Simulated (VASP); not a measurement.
Write the native input for VASP 6.6.1 that does the following.

```yaml
Task: single point
Functional: LDA
Potentials_or_basis: VASP PAW LDA potentials, release 64 (Zn, O)
Cutoff: 520 eV
k_mesh: 8 × 8 × 5
Occupations: fermi-dirac, width 0.01 eV
Spin: no spin polarisation
Dipole_correction: no
Further_INCAR_settings: ALGO = Normal; EDIFF = 1e-06; NBANDS = 26
```

The structure of ZnO lies in POSCAR:

```
ZnO
1.0
    3.1830658516      0.0000000000      0.0000000000
   -1.5915329258      2.7566158894      0.0000000000
    0.0000000000      0.0000000000      5.0975701925
Zn O
2 2
Direct
    0.3333333333      0.6666666667      0.0000000000
    0.6666666667      0.3333333333      0.5000000000
    0.3333333333      0.6666666667      0.3821000000
    0.6666666667      0.3333333333      0.8821000000
```

This cell differs from its parent crystal: volume scaled by 0.94.

One way to write it, as run:

INCAR

```
SYSTEM = ZnO
ALGO = Normal ; EDIFF = 1E-6
ENCUT = 520 ; GGA = CA
ISIF = 2 ; ISMEAR = -1
LASPH = .True. ; LCHARG = .False.
LREAL = .False. ; LWAVE = .False.
NBANDS = 26 ; NELM = 100
PREC = Accurate ; SIGMA = 0.01
```

KPOINTS

```
k-points
0
Gamma
  8 8 5
  0 0 0
```

Potentials or basis: VASP PAW LDA potentials, release 64 (Zn, O).

Run with:

```bash
$ cat potpaw_LDA.64/Zn/POTCAR potpaw_LDA.64/O/POTCAR > POTCAR
$ mpirun -np 1 vasp_std > vasp.out
```

Results of the run:

| Quantity | Value |
| --- | --- |
| Pressure | 3.4 GPa |
| Largest force | 0.044 eV/Å |
| Band gap on the k mesh | 0.84 eV, direct |

It took 43 s on 1 thread of AMD EPYC 7R13, on a shared host, peak memory 0.13 GiB.
